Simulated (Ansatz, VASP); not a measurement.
# One calculation of Sn, two programs

The input INCAR:

```
SYSTEM = Sn
ALGO = Normal
EDIFF = 1E-6
ENCUT = 520
GGA = CA
ISIF = 2
ISMEAR = 0
LASPH = .TRUE.
LCHARG = .FALSE.
LREAL = .FALSE.
LWAVE = .FALSE.
NBANDS = 13
NELM = 100
PREC = Accurate
SIGMA = 0.01
```

File KPOINTS:

```
k-points
0
G
  7 7 8
  0 0 0
```

Contents of POSCAR:

```
Sn
1.0
   -1.6608700000      1.6466100000      2.3201400000
    1.7186400000     -1.7792100000      2.4634800000
    1.6795400000      1.7973600000     -2.4208300000
Sn
1
Direct
    0.0000000000      0.0000000000      0.0000000000
```

Input for Ansatz:

```yaml
crystal:
  lattice:
    - [-1.66087, 1.64661, 2.32014]
    - [1.71864, -1.77921, 2.46348]
    - [1.67954, 1.79736, -2.42083]
  atoms:
    - { symbol: Sn, position: [0.0, 0.0, 0.0] }
basis:
  ecutwfc: 540.0
  xc_grid: 2
kpoints:
  mp_grid:
    grid: [7, 7, 8]
hamiltonian:
  xc: lda
scf:
  convergence:
    dr2_threshold: 1.0e-09
  occupations:
    method: gaussian
    width: 0.01
output:
  forces: true
  stress: true
```

Alike in both runs: task single point; functional LDA; k mesh 7 × 7 × 8; occupations gaussian, width 0.01 eV; no spin polarisation.

```csv
,VASP,Ansatz
version,VASP 6.6.1,Ansatz 0.2.0
potentials or method,"VASP PAW LDA potentials, release 64 (Sn_d), cutoff 520 eV","plane waves, PAW"
valence electrons in the cell,14,14
```

|  | VASP | Ansatz | Ansatz less VASP |
| --- | --- | --- | --- |
| pressure (GPa) | -3.9 | -3.9 | +0.01 |
| traceless stress, the component that is largest in VASP (GPa) | 0.60 | 0.60 | +0.002 |

LDA's correlation is that of Perdew and Zunger in VASP and of Perdew and Wang (1992) in Ansatz. Ansatz's warnings: stress scf threshold loose.
